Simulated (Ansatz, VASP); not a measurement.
# NiO in VASP and in Ansatz

```xyz
4
Lattice="-2.1084 -2.1084 4.2168 -4.2168 -2.1084 2.1084 -2.1084 -4.2168 2.1084" Properties=species:S:1:pos:R:3 pbc="T T T"
Ni    0.0000    0.0000    0.0000
Ni   -4.2168   -4.2168    4.2168
O     2.1084    2.1084    2.1084
O    -2.1084   -2.1084    6.3253
```

Alike in both runs: task relaxation of cell and atoms; functional PBE; k mesh 10 × 10 × 10; occupations gaussian, width 0.05 eV; collinear spin.

|  | VASP | Ansatz |
| --- | --- | --- |
| version | VASP 6.6.1 | Ansatz 0.2.0 |
| potentials or method | VASP PAW PBE potentials, release 64 (Ni, O), cutoff 600 eV | scalar-relativistic, plane waves, PAW |
| valence electrons in the cell | 32 | 48 |

VASP gave:

| Property | Result |
| --- | --- |
| gap on the k mesh at the Fermi level, each at its own relaxed structure (eV) | 0.93 |
| net moment per atom (μB) | 0.00 |
| size of the moment on the site where the two differ most (μB) | 1.35 |
| relaxed volume (Å³/atom) | 9.19 |

Estimate Ansatz's values.

gap on the k mesh at the Fermi level, each at its own relaxed structure (eV): 0.96; net moment per atom (μB): 0.00; size of the moment on the site where the two differ most (μB): 1.37; relaxed volume (Å³/atom): 9.21.

Site moments also hang on the region over which each program counts them. VASP's potentials hold 32 valence electrons a cell and Ansatz's 48, so a difference there can come from the potentials and not from the codes.
